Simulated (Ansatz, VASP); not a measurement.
# Al2Te2O in VASP and in Ansatz

```
CELL_PARAMETERS angstrom
3.50399 0.00000 0.00000
-1.75200 3.03455 0.00000
0.00000 0.00000 9.34962
ATOMIC_POSITIONS crystal
Al 0.33333 0.66667 0.37961
Al 0.66667 0.33333 0.62039
Te 0.33333 0.66667 0.81125
Te 0.66667 0.33333 0.18875
O 0.00000 0.00000 0.50000
```

Alike in both runs: task relaxation of cell and atoms; functional PBE; dispersion D3(BJ); k mesh 12 × 12 × 4; occupations gaussian, width 0.1 eV; no spin polarisation.

|  | VASP | Ansatz |
| --- | --- | --- |
| version | VASP 6.6.1 | Ansatz 0.2.0 |
| potentials or method | VASP PAW PBE potentials, release 64 (Al, Te, O), cutoff 600 eV | scalar-relativistic, plane waves, PAW |
| valence electrons in the cell | 24 | 44 |

|  | VASP | Ansatz | Ansatz less VASP |
| --- | --- | --- | --- |
| gap on the k mesh at the Fermi level, each at its own relaxed structure (eV) | none | none | - |
| relaxed volume (Å³/atom) | 19.73 | 19.77 | +0.043 |
| relaxed cell length with the largest relative difference (Å) | 9.177 | 9.186 | +0.0085 |

A gap of «none» marks a metal or a gap that the smearing closes. VASP's potentials hold 24 valence electrons a cell and Ansatz's 44, so a difference there can come from the potentials and not from the codes.

Spin-orbit coupling is off throughout.
